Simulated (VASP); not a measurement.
Write the native input for VASP 6.6.1 that does the following.

- Task: single point
- Functional: PBE
- Potentials or basis: VASP PAW PBE potentials, release 64 (Al, B, N)
- Cutoff: 520 eV
- k mesh: 6 × 6 × 6
- Occupations: gaussian, width 0.1 eV
- Spin: no spin polarisation
- Dipole correction: no
- Further INCAR settings: ALGO = Normal; EDIFF = 1e-06; NBANDS = 19

The structure of Al3B2N lies in POSCAR:

```
Al3B2N
1.0
    2.4030369300      1.3873940200      3.7838047200
   -2.4030369300      1.3873940200      3.7838047200
    0.0000000000     -2.7747880400      3.7838047200
Al B N
3 2 1
Direct
    0.0000000000      0.5000000000      0.0000000000
    0.5000000000      0.0000000000      0.0000000000
    0.0000000000      0.0000000000      0.5000000000
    0.6257190100      0.6257190100      0.6257190100
    0.3742809900      0.3742809900      0.3742809900
    0.0000000000      0.0000000000      0.0000000000
```

The cell was built from a structure type or drawn by symmetry, and may not be a known phase.

These files were run (other wordings do the same):

INCAR

```
SYSTEM = Al3B2N
PREC = Accurate
ENCUT = 520
EDIFF = 1E-6
ISMEAR = 0
SIGMA = 0.1
LREAL = .False.
LASPH = .True.
NELM = 60
ALGO = Normal
ISIF = 2
LWAVE = .False.
LCHARG = .True.
GGA = PE
LELF = .True.
LVHAR = .True.
NBANDS = 19
```

KPOINTS

```
Automatic mesh
0
Gamma
  6 6 6
  0 0 0
```

Potentials or basis: VASP PAW PBE potentials, release 64 (Al, B, N).

The run is started by

```console
$ cat potpaw_PBE.64/Al/POTCAR potpaw_PBE.64/B/POTCAR potpaw_PBE.64/N/POTCAR > POTCAR
$ mpirun -np 1 vasp_std > vasp.out
```

Results of the run:

| Item | Value |
| --- | --- |
| Pressure | -2.8 GPa |
| Largest force | 0.444 eV/Å |
| Band gap on the k mesh | zero (bands 10 and 11 overlap by 2.24 eV) |

Wall time 57 s on 1 thread of Intel Xeon 8259CL, on a shared host, peak memory 0.22 GiB.
